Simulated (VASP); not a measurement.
A run of VASP 6.6.1:

INCAR

```
  PREC = Accurate
  ENCUT = 500
  EDIFF = 1E-6
  ISMEAR = 0
  SIGMA = 0.0217
  LREAL = F
  LASPH = T
  NELM = 120
  ALGO = Normal
  ISIF = 2
  LWAVE = F
  LCHARG = T
  GGA = PE
  LELF = T
  LVHAR = T
  NBANDS = 52
  GGA_COMPAT = F
```

Contents of KPOINTS:

```
regular mesh
0
Gamma
  6 6 6
```

Contents of POSCAR:

```
VICl3
1.0
    7.0785080000      0.0000000000      0.0000000000
   -3.5392540000      6.1301720000      0.0000000000
    0.0000000000      0.0000000000      6.0006790000
V I Cl
2 2 6
Direct
    0.0000000000      0.0000000000      0.0000000000
    0.0000000000      0.0000000000      0.5000000000
    0.3333000000      0.6667000000      0.7500000000
    0.6666000000      0.3333000000      0.2500000000
    0.1666000000      0.3332000000      0.2500000000
    0.8334000000      0.1666000000      0.7500000000
    0.6668000000      0.8334000000      0.2500000000
    0.8334000000      0.6668000000      0.7500000000
    0.1666000000      0.8334000000      0.2500000000
    0.3332000000      0.1666000000      0.7500000000
```

Potentials or basis: VASP PAW PBE potentials, release 64 (V_sv, I, Cl).

The run is started by

```sh
$ cat potpaw_PBE.64/V_sv/POTCAR potpaw_PBE.64/I/POTCAR potpaw_PBE.64/Cl/POTCAR > POTCAR
$ mpirun -np 1 vasp_std > vasp.out
```

Hardware: 1 thread of Intel Xeon 8259CL, on a shared host.

**Question.** Estimate the wall time of this run.

**Answer.** It took 36 min on 1 thread of Intel Xeon 8259CL, with other jobs on the host, peak memory 0.74 GiB. Counts: scf iterations 20, k points 52.
